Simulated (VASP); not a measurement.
# CuO (Cccm) in VASP: notebook, part 2 of 2

VASP 6.6.1. Earlier steps stand in the parts before.

### 3 Single point, PBEsol

INCAR

```
SYSTEM = CuO
PREC     = Accurate       ! precision mode
ENCUT    = 520            ! plane-wave cutoff, eV
EDIFF    = 1E-7           ! SCF threshold, eV
ISMEAR   = 0              ! smearing method
SIGMA    = 0.1            ! smearing width, eV
LREAL    = .FALSE.        ! projectors in reciprocal space
LASPH    = .TRUE.         ! aspherical terms in the spheres
NELM     = 100            ! most SCF steps
ALGO     = Normal         ! electronic algorithm
ISIF     = 2              ! what is computed and relaxed
LWAVE    = .FALSE.        ! write WAVECAR
LCHARG   = .FALSE.        ! write CHGCAR
GGA      = PS             ! functional
NBANDS   = 25             ! bands
```

KPOINTS

```
regular mesh
0
G
  18 18 10
  0 0 0
```

POSCAR

```
CuO
1.0
    1.9909680000     -2.1535500000      0.0000000000
    1.9909680000      2.1535500000      0.0000000000
    0.0000000000      0.0000000000      5.1559280000
Cu O
2 2
Direct
    0.0000000000      0.5000000000      0.0000000000
    0.5000000000      0.0000000000      0.5000000000
    0.5000000000      0.5000000000      0.2500000000
    0.5000000000      0.5000000000      0.7500000000
```

Potentials or basis: VASP PAW PBE potentials, release 64 (Cu, O).

The run is started by

```console
$ cat potpaw_PBE.64/Cu/POTCAR potpaw_PBE.64/O/POTCAR > POTCAR
$ mpirun -np 1 vasp_std > vasp.out
```

OUTCAR:

```text
SYSTEM = CuO
   PREC = Accurate
   ENCUT = 520
   EDIFF = 1E-7
   ISMEAR = 0
   LREAL = .FALSE.
   LASPH = .TRUE.
   NELM = 100
   ISIF = 2
   GGA = PS

 ion  position               nearest neighbor table
   1  0.000  0.500  0.000-   3 1.95   4 1.95   3 1.95   4 1.95
   2  0.500  0.000  0.500-   3 1.95   4 1.95   3 1.95   4 1.95
   3  0.500  0.500  0.250-   1 1.95   2 1.95   2 1.95   1 1.95
   4  0.500  0.500  0.750-   1 1.95   2 1.95   2 1.95   1 1.95

  LATTYP: Found a base centered orthorhombic cell.
 ALAT       =     3.9819360000
 B/A-ratio  =     1.0816597755
 C/A-ratio  =     1.2948294498

  Lattice vectors:

 A1 = (   1.9909680000,  -2.1535500000,   0.0000000000)
 A2 = (   1.9909680000,   2.1535500000,   0.0000000000)
 A3 = (   0.0000000000,   0.0000000000,   5.1559280000)

Analysis of symmetry for initial positions (statically):
=====================================================================
 Subroutine PRICEL returns:
 Original cell was already a primitive cell.

 Routine SETGRP: Setting up the symmetry group for a
 base centered orthorhombic supercell.

 Subroutine GETGRP returns: Found  8 space group operations
[... 167 lines left out ...]
  ---------------------------------------------------
  free energy    TOTEN  =       -21.45611434 eV

  energy without entropy =      -21.44514463  energy(sigma->0) =      -21.45062949

 E-fermi :   4.7423     XC(G=0): -11.6081

 val. band max:        4.7419748800   @ k =   0.1111   0.0000   0.3000
 cond. band min:       4.7467157181   @ k =   0.1667   0.0000   0.2000
 fundamental gap:      0.0047408380
 Fermi energy:         4.7422632207

 k-point     1 :       0.0000    0.0000    0.0000
  band No.  band energies     occupation
      1     -14.9829      2.00000
      2     -13.6534      2.00000
      3      -3.4228      2.00000
      4      -0.7658      2.00000
      5      -0.6030      2.00000
      6       1.0192      2.00000
[... 661 lines left out ...]
     24      19.1828      0.00000
     25      19.4952      0.00000

 [... further k-points ...]
[... 5 lines left out ...]
  --------------------------------------------------------------------------------------
  -------------------------------------------------------------------------------------
  Total       -1.1115330     -1.5105107     -1.8326862      0.0000000      0.0000000      0.0000000
  in kB      -40.2788301    -54.7366637    -66.4113971      0.0000000      0.0000000      0.0000000
  external PRESSURE =     -53.8089636 kB  Pullay stress =       0.0000000 kB

 VOLUME and BASIS-vectors are now :
 -----------------------------------------------------------------------------
  energy-cutoff  :      520.00
  volume of cell :       44.21
      direct lattice vectors                 reciprocal lattice vectors
     1.990968000 -2.153550000  0.000000000     0.251134122 -0.232174781  0.000000000
     1.990968000  2.153550000  0.000000000     0.251134122  0.232174781  0.000000000
     0.000000000  0.000000000  5.155928000     0.000000000  0.000000000  0.193951506

 POSITION                                       TOTAL-FORCE (eV/Angst)
 -----------------------------------------------------------------------------------
      0.99548      1.07678      0.00000         0.000000      0.000000      0.000000
      0.99548     -1.07678      2.57796        -0.000000      0.000000      0.000000
      1.99097      0.00000      1.28898         0.000000     -0.000000      0.000000
      1.99097      0.00000      3.86695         0.000000     -0.000000      0.000000
 -----------------------------------------------------------------------------------
    total drift:                                0.000000     -0.000000     -0.000000

  FREE ENERGIE OF THE ION-ELECTRON SYSTEM (eV)
  ---------------------------------------------------
  free  energy   TOTEN  =       -21.4561143388 eV

  energy  without entropy=      -21.4451446315  energy(sigma->0) =      -21.45062949
```

OSZICAR:

```text
N       E                     dE             d eps       ncg     rms          rms(c)
DAV:   1     0.297436234711E+03    0.29744E+03   -0.16343E+04 28726   0.210E+03
DAV:   2     0.110299274840E+02   -0.28641E+03   -0.26364E+03 27779   0.391E+02
DAV:   3    -0.262933574359E+02   -0.37323E+02   -0.35323E+02 34612   0.157E+02
DAV:   4    -0.276072401394E+02   -0.13139E+01   -0.13070E+01 33787   0.313E+01
DAV:   5    -0.276335429813E+02   -0.26303E-01   -0.26289E-01 35473   0.393E+00    0.178E+01
DAV:   6    -0.256255862861E+02    0.20080E+01   -0.40768E+01 39161   0.160E+02    0.143E+01
DAV:   7    -0.214031802356E+02    0.42224E+01   -0.11182E+01 33606   0.118E+02    0.253E+00
DAV:   8    -0.215000789175E+02   -0.96899E-01   -0.15599E+00 28910   0.849E+00    0.163E+00
DAV:   9    -0.214608843551E+02    0.39195E-01   -0.61398E-02 39953   0.561E+00    0.493E-01
DAV:  10    -0.214576125601E+02    0.32718E-02   -0.12945E-02 37134   0.128E+00    0.395E-01
DAV:  11    -0.214560708887E+02    0.15417E-02   -0.69017E-03 40861   0.766E-01    0.646E-02
DAV:  12    -0.214561010260E+02   -0.30137E-04   -0.51328E-04 38939   0.283E-01    0.504E-02
DAV:  13    -0.214561151411E+02   -0.14115E-04   -0.48013E-05 41422   0.804E-02    0.838E-03
DAV:  14    -0.214561145137E+02    0.62739E-06   -0.28961E-06 42215   0.245E-02    0.554E-03
DAV:  15    -0.214561143586E+02    0.15511E-06   -0.18175E-06 42335   0.167E-02    0.771E-04
DAV:  16    -0.214561143388E+02    0.19813E-07   -0.60263E-08 17044   0.319E-03
   1 F= -.21456114E+02 E0= -.21450629E+02  d E =-.109697E-01
```

stdout:

```text
POSCAR found type information on POSCAR CuO
 POSCAR found :  2 types and       4 ions
 scaLAPACK will be used
 -----------------------------------------------------------------------------
|                                                                             |
|                                                                             |
|     You enforced a specific xc type in the INCAR file but a different       |
|     I HOPE YOU KNOW WHAT YOU ARE DOING!                                     |
|                                                                             |
 -----------------------------------------------------------------------------

 LDA part: xc-table for (Slater+PW92), standard interpolation
 POSCAR, INCAR and KPOINTS ok, starting setup
 FFT: planning ... GRIDC
 FFT: planning ... GRID_SOFT
 FFT: planning ... GRID
 WAVECAR not read
 entering main loop
```

Run time: 3.8 min. Hardware: 1 thread of Intel Xeon 6975P-C (Granite Rapids), shared host; peak memory 0.56 GiB.

What came out:

| Property | Result |
| --- | --- |
| Free energy | -21.4561 eV |
| Pressure | -5.4 GPa |
| Band gap on the k mesh | zero (band 17 reaches 5.32 eV, above the bottom of band 18 at 4.22 eV) |

Caveat: the PAW data sets were made with another functional, which shifts forces and pressure a little; semilocal functionals often make such compounds metallic where correlation or magnetic order opens a gap, which also shifts bond lengths.

### 4 Single point, PBEsol

INCAR

```
SYSTEM = CuO
PREC = Accurate
ENCUT = 520
EDIFF = 1E-6
ISMEAR = 0
SIGMA = 0.1
LREAL = .False.
LASPH = .True.
NELM = 100
ALGO = Normal
ISIF = 2
LWAVE = .False.
LCHARG = .False.
GGA = PS
NBANDS = 25
```

KPOINTS

```
regular mesh
0
Gamma
  2 2 2
  0 0 0
```

POSCAR is that of step 3.

Potentials or basis: VASP PAW PBE potentials, release 64 (Cu, O).

The run is started by

```console
$ cat potpaw_PBE.64/Cu/POTCAR potpaw_PBE.64/O/POTCAR > POTCAR
$ mpirun -np 1 vasp_std > vasp.out
```

OUTCAR:

```text
SYSTEM = CuO
   PREC = Accurate
   ENCUT = 520
   EDIFF = 1E-6
   ISMEAR = 0
   LREAL = .False.
   LASPH = .True.
   NELM = 100
   ISIF = 2
   GGA = PS

 ion  position               nearest neighbor table
   1  0.000  0.500  0.000-   3 1.95   4 1.95   3 1.95   4 1.95
   2  0.500  0.000  0.500-   3 1.95   4 1.95   3 1.95   4 1.95
   3  0.500  0.500  0.250-   1 1.95   2 1.95   2 1.95   1 1.95
   4  0.500  0.500  0.750-   1 1.95   2 1.95   2 1.95   1 1.95

  LATTYP: Found a base centered orthorhombic cell.
 ALAT       =     3.9819360000
 B/A-ratio  =     1.0816597755
 C/A-ratio  =     1.2948294498

  Lattice vectors:

 A1 = (   1.9909680000,  -2.1535500000,   0.0000000000)
 A2 = (   1.9909680000,   2.1535500000,   0.0000000000)
 A3 = (   0.0000000000,   0.0000000000,   5.1559280000)

Analysis of symmetry for initial positions (statically):
=====================================================================
 Subroutine PRICEL returns:
 Original cell was already a primitive cell.

 Routine SETGRP: Setting up the symmetry group for a
 base centered orthorhombic supercell.

 Subroutine GETGRP returns: Found  8 space group operations
[... 154 lines left out ...]

 val. band max:        5.2200475966   @ k =   0.5000   0.0000   0.0000
 cond. band min:       5.4240598551   @ k =   0.5000   0.0000   0.0000
 fundamental gap:      0.2040122585
 Fermi energy:         5.2221609671

 k-point     1 :       0.0000    0.0000    0.0000
  band No.  band energies     occupation
      1     -14.8025      2.00000
      2     -13.4641      2.00000
      3      -3.2293      2.00000
      4      -0.5720      2.00000
      5      -0.4227      2.00000
      6       1.1376      2.00000
[... 157 lines left out ...]
     24      16.5559      0.00000
     25      20.1642      0.00000

------------------------ aborting loop because EDIFF is reached ----------------------------------------

  FORCE on cell =-STRESS in cart. coord.  units (eV):
  Direction    XX          YY          ZZ          XY          YZ          ZX
  --------------------------------------------------------------------------------------
  -------------------------------------------------------------------------------------
  Total        0.9856947      0.7807712     -3.0463883     -0.0000000      0.0000000      0.0000000
  in kB       35.7188050     28.2929521   -110.3925499     -0.0000000      0.0000000      0.0000000
  external PRESSURE =     -15.4602643 kB  Pullay stress =       0.0000000 kB

 VOLUME and BASIS-vectors are now :
 -----------------------------------------------------------------------------
  energy-cutoff  :      520.00
  volume of cell :       44.21
      direct lattice vectors                 reciprocal lattice vectors
     1.990968000 -2.153550000  0.000000000     0.251134122 -0.232174781  0.000000000
     1.990968000  2.153550000  0.000000000     0.251134122  0.232174781  0.000000000
     0.000000000  0.000000000  5.155928000     0.000000000  0.000000000  0.193951506

 POSITION                                       TOTAL-FORCE (eV/Angst)
 -----------------------------------------------------------------------------------
      0.99548      1.07678      0.00000        -0.000000      0.000000      0.000000
      0.99548     -1.07678      2.57796         0.000000      0.000000      0.000000
      1.99097      0.00000      1.28898        -0.000000     -0.000000      0.000000
      1.99097      0.00000      3.86695        -0.000000      0.000000      0.000000
 -----------------------------------------------------------------------------------
    total drift:                                0.000000     -0.000000     -0.000000

  FREE ENERGIE OF THE ION-ELECTRON SYSTEM (eV)
  ---------------------------------------------------
  free  energy   TOTEN  =       -20.8664661182 eV

  energy  without entropy=      -20.8508605134  energy(sigma->0) =      -20.85866332
```

OSZICAR:

```text
N       E                     dE             d eps       ncg     rms          rms(c)
DAV:   1     0.306583368981E+03    0.30658E+03   -0.16033E+04   300   0.209E+03
DAV:   2     0.143164687674E+02   -0.29227E+03   -0.27066E+03   300   0.397E+02
DAV:   3    -0.255493959070E+02   -0.39866E+02   -0.37984E+02   369   0.163E+02
DAV:   4    -0.268773913692E+02   -0.13280E+01   -0.13229E+01   365   0.316E+01
DAV:   5    -0.269041786578E+02   -0.26787E-01   -0.26783E-01   408   0.379E+00    0.170E+01
DAV:   6    -0.242280060862E+02    0.26762E+01   -0.37052E+01   379   0.141E+02    0.129E+01
DAV:   7    -0.208696662673E+02    0.33583E+01   -0.10210E+01   364   0.949E+01    0.255E+00
DAV:   8    -0.209015535458E+02   -0.31887E-01   -0.92835E-01   350   0.631E+00    0.155E+00
DAV:   9    -0.208664826191E+02    0.35071E-01   -0.39617E-02   446   0.365E+00    0.209E-01
DAV:  10    -0.208663579433E+02    0.12468E-03   -0.46586E-03   413   0.819E-01    0.123E-01
DAV:  11    -0.208665716598E+02   -0.21372E-03   -0.16227E-03   414   0.376E-01    0.811E-02
DAV:  12    -0.208664708347E+02    0.10083E-03   -0.31422E-04   398   0.190E-01    0.170E-02
DAV:  13    -0.208664662898E+02    0.45449E-05   -0.30389E-05   382   0.612E-02    0.447E-03
DAV:  14    -0.208664661182E+02    0.17165E-06   -0.44665E-07   228   0.109E-02
   1 F= -.20866466E+02 E0= -.20858663E+02  d E =-.156056E-01
```

Run time: 21 s. Hardware: 1 thread of AMD EPYC 7R13, shared host; peak memory 0.12 GiB.

What came out:

```
Free energy            : -20.8665 eV
Pressure               : -1.5 GPa
Band gap on the k mesh : zero (band 17 reaches 5.54 eV, above the bottom of band 18 at 4.48 eV)
```

Levels at points of the mesh, in eV from the Fermi level:
```csv
k point,band 13,band 14,band 15,band 16,band 17,band 18,band 19,band 20,band 21,band 22
"(0.00, 0.00, 0.00)",-2.66,-2.65,-2.58,-2.16,0.31,0.51,1.00,5.54,6.91,12.76
"(0.50, 0.00, 0.00)",-2.50,-2.17,-1.86,-1.78,0.00,0.20,3.15,5.50,5.91,10.45
"(0.50, 0.50, 0.00)",-2.59,-2.57,-1.85,-1.52,-1.46,0.92,1.60,6.69,8.66,9.91
"(0.00, 0.00, 0.50)",-2.54,-2.54,-1.84,-1.84,-0.16,-0.16,3.08,3.08,11.12,11.12
"(0.50, 0.00, 0.50)",-2.63,-2.62,-2.29,-2.11,-0.41,0.42,3.84,5.49,7.63,8.28
"(0.50, 0.50, 0.50)",-2.19,-2.19,-1.71,-1.71,-0.75,-0.75,3.49,3.49,9.65,9.65
```

Caveat: the k points lie up to 1.07 Å⁻¹ apart; the PAW data sets were made with another functional, which shifts forces and pressure a little; semilocal functionals often make such compounds metallic where correlation or magnetic order opens a gap, which also shifts bond lengths. With open d or f shells a metallic result of PBEsol can be an artefact of self-interaction; +U or a hybrid may open a gap.

### 5 Single point, PBEsol

INCAR

```
ALGO = Normal ; EDIFF = 1E-7
ENCUT = 520 ; GGA = PS
ISIF = 2 ; ISMEAR = 0
LASPH = True ; LCHARG = True
LELF = True ; LREAL = False
LVHAR = True ; LWAVE = False
NBANDS = 25 ; NELM = 80
PREC = Accurate ; SIGMA = 0.1
```

KPOINTS

```
k-points
0
Gamma
  4 4 2
```

POSCAR is that of step 4.

The run is started by

```console
$ cat potpaw_PBE.64/Cu/POTCAR potpaw_PBE.64/O/POTCAR > POTCAR
$ mpirun -np 1 vasp_std > vasp.out
```

It took 42 s on 1 thread of AMD EPYC 7R13, shared host; peak memory 0.13 GiB.

It converged, with:

| Property | Result |
| --- | --- |
| Free energy | -21.5475 eV |
| Pressure | -5.5 GPa |
| Band gap on the k mesh | zero (band 17 reaches 5.32 eV, above the bottom of band 18 at 4.23 eV) |

Stress tensor (GPa, compression positive):
```
-3.51  0.00  0.00
 0.00 -5.00  0.00
 0.00  0.00 -7.98
```

Levels at points of the mesh, in eV from the Fermi level:
```
           k point  band 14  band 15  band 16  band 17  band 18  band 19  band 20  band 21
(0.00, 0.00, 0.00)    -2.25    -2.17    -1.78     0.65     0.84     1.44     6.06     7.32
(0.50, 0.00, 0.00)    -1.77    -1.45    -1.40     0.29     0.53     3.69     5.94     6.38
(0.50, 0.50, 0.00)    -2.20    -1.52    -1.10    -1.05     1.19     2.18     7.26     9.15
(0.00, 0.00, 0.50)    -2.17    -1.45    -1.45     0.18     0.18     3.50     3.50    11.60
(0.50, 0.00, 0.50)    -2.22    -1.89    -1.70    -0.07     0.75     4.34     5.93     8.10
(0.50, 0.50, 0.50)    -1.79    -1.30    -1.30    -0.44    -0.44     4.05     4.05    10.10
```

Caveat: the k points lie up to 0.61 Å⁻¹ apart; the PAW data sets were made with another functional, which shifts forces and pressure a little; semilocal functionals often make such compounds metallic where correlation or magnetic order opens a gap, which also shifts bond lengths. With open d or f shells a metallic result of PBEsol can be an artefact of self-interaction; +U or a hybrid may open a gap.

### 6 The runs side by side

```csv
k mesh,gap on the mesh (eV),pressure (GPa)
16 × 16 × 10,none,-5.4
18 × 18 × 10,none,-5.4
2 × 2 × 2,none,-1.5
4 × 4 × 2,none,-5.5
```

Alike in all rows: task single point; level PBEsol; potentials or basis VASP PAW PBE potentials, release 64 (Cu, O); no spin polarisation; cell as given; cutoff (eV) 520; smearing gaussian 0.1 eV.

Caveats: some runs use coarse meshes; the PAW data sets were made with another functional, which shifts forces and pressure a little; semilocal functionals often make such compounds metallic where correlation or magnetic order opens a gap, which also shifts bond lengths.

Total energies depend on the potentials used, so only differences within one code and one set of settings carry meaning.
